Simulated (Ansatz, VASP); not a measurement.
**Two plane-wave programs on Sc3Te2**

File INCAR:

```
SYSTEM = Sc3Te2
PREC = Accurate
ENCUT = 520
EDIFF = 1E-6
ISMEAR = 0
SIGMA = 0.1
LREAL = .False.
LASPH = .True.
NELM = 150
ALGO = Fast
ISIF = 2
LWAVE = .False.
LCHARG = .False.
ISPIN = 2
MAGMOM = 1 1 1 0 0
LORBIT = 11
LMAXMIX = 4
GGA = PE
NBANDS = 34
```

The input KPOINTS:

```
Automatic mesh
0
Gamma
  4 4 2
  0 0 0
```

File POSCAR:

```
Sc3Te2
1.0
    3.9203785705      0.0000000000      0.0000000000
    0.0000000000      3.9203785705      0.0000000000
    0.0000000000      0.0000000000      8.9506194088
Sc Te
3 2
Direct
    0.5000000000      0.5000000000      0.8355795794
    0.5000000000      0.5000000000      0.1644204206
    0.5000000000      0.5000000000      0.5000000000
    0.0000000000      0.0000000000      0.0000000000
    0.0000000000      0.0000000000      0.5000000000
```

Input for Ansatz:

```yaml
crystal:
  lattice:
    - [3.9203785705, 0.0, 0.0]
    - [0.0, 3.9203785705, 0.0]
    - [0.0, 0.0, 8.9506194088]
  atoms:
    - { symbol: Sc, position: [0.5, 0.5, 0.8355795794], spin: 1.0 }
    - { symbol: Sc, position: [0.5, 0.5, 0.1644204206], spin: 1.0 }
    - { symbol: Sc, position: [0.5, 0.5, 0.5], spin: 1.0 }
    - { symbol: Te, position: [0.0, 0.0, 0.0] }
    - { symbol: Te, position: [0.0, 0.0, 0.5] }
basis:
  ecutwfc: 420
kpoints:
  mp_grid: { grid: [4, 4, 2] }
hamiltonian:
  xc: pbe
scf:
  occupations: { method: gaussian, width: 0.1 }
  lower_state_search: "off"
output:
  forces: true
  stress: true
  eigenvalues: true
  populations: true
magnetization:
  spin_polarized: true
```

Alike in both runs: task single point; functional PBE; k mesh 4 × 4 × 2; occupations gaussian, width 0.1 eV; collinear spin.

|  | VASP | Ansatz |
| --- | --- | --- |
| version | VASP 6.6.1 | Ansatz 0.2.0 |
| potentials or method | VASP PAW PBE potentials, release 64 (Sc_sv, Te), cutoff 520 eV | scalar-relativistic, plane waves, PAW |
| valence electrons in the cell | 45 | 65 |

VASP gave:

```
gap on the k mesh at the Fermi level (eV)                     : none
pressure (GPa)                                                : 0.5
traceless stress, the component that is largest in VASP (GPa) : 0.76
rms of the force components (eV/Å)                            : 0.006
net moment per atom (μB)                                      : 0.20
size of the moment on the site where the two differ most (μB) : 0.33
```

Estimate Ansatz's values.

gap on the k mesh at the Fermi level (eV): none; pressure (GPa): 0.4; traceless stress, the component that is largest in VASP (GPa): 0.79; rms of the force components (eV/Å): 0.000; net moment per atom (μB): 0.20; size of the moment on the site where the two differ most (μB): 0.32.

Site moments also hang on the region over which each program counts them. Atom by atom the forces differ by 0.005 eV/Å (rms over components). A gap of «none» marks a metal or a gap that the smearing closes. VASP's potentials hold 45 valence electrons a cell and Ansatz's 65, so a difference there can come from the potentials and not from the codes.

The k mesh is coarse, so the values compare programs but aren't converged. Spin-orbit coupling is off throughout.
